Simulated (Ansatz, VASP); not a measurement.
## Pt in VASP and in Ansatz

```
Pt
1.0
     2.76067    0.00000    0.00000
    -1.38033    2.39081    0.00000
     0.00000    0.00000    4.98382
Pt
2
Direct
  0.66667 0.33333 0.75000
  0.33333 0.66667 0.25000
```

Change from the starting cell: strain +0.000 along x and y, +0.040 along z, atoms carried along.

Alike in both runs: task single point; functional r2SCAN; k mesh 18 × 18 × 10; occupations gaussian, width 0.15 eV; no spin polarisation.

|  | VASP | Ansatz |
| --- | --- | --- |
| version | VASP 6.6.1 | Ansatz 0.2.0 |
| potentials or method | VASP PAW PBE potentials, release 64 (Pt), cutoff 520 eV | scalar-relativistic, plane waves, PAW |
| valence electrons in the cell | 20 | 36 |

|  | VASP | Ansatz | Ansatz less VASP |
| --- | --- | --- | --- |
| gap on the k mesh at the Fermi level (eV) | none | none | - |
| pressure (GPa) | -12.8 | -13.3 | -0.42 |
| traceless stress, the component that is largest in VASP (GPa) | -2.42 | -2.14 | +0.276 |

VASP's potentials were made for PBE, not for r2SCAN. A gap of «none» marks a metal or a gap that the smearing closes. VASP's potentials hold 20 valence electrons a cell and Ansatz's 36, so a difference there can come from the potentials and not from the codes.

Spin-orbit coupling is off throughout.
